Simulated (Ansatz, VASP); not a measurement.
**ZrSi2: VASP beside Ansatz**

```
CELL_PARAMETERS angstrom
3.66506 0.00000 0.00000
0.00000 3.66506 0.00000
0.00000 0.00000 4.25391
ATOMIC_POSITIONS crystal
Zr 0.50000 0.50000 0.00000
Si 0.00000 0.00000 0.21541
Si 0.00000 0.00000 0.78459
```

Alike in both runs: task single point; functional PBE; k mesh 6 × 6 × 4; occupations gaussian, width 0.1 eV; no spin polarisation.

|  | VASP | Ansatz |
| --- | --- | --- |
| version | VASP 6.6.1 | Ansatz 0.2.0 |
| potentials or method | VASP PAW PBE potentials, release 64 (Zr_sv, Si), cutoff 520 eV | scalar-relativistic, plane waves, PAW |
| valence electrons in the cell | 20 | 20 |

|  | VASP | Ansatz | Ansatz less VASP |
| --- | --- | --- | --- |
| gap on the k mesh at the Fermi level (eV) | none | none | - |
| pressure (GPa) | 20.3 | 20.5 | +0.17 |
| traceless stress, the component that is largest in VASP (GPa) | 39.79 | 40.31 | +0.520 |
| rms of the force components (eV/Å) | 5.967 | 6.019 | +0.0520 |

Atom by atom the forces differ by 0.052 eV/Å (rms over components). A gap of «none» marks a metal or a gap that the smearing closes.

The k mesh is coarse, so the values compare programs but aren't converged.
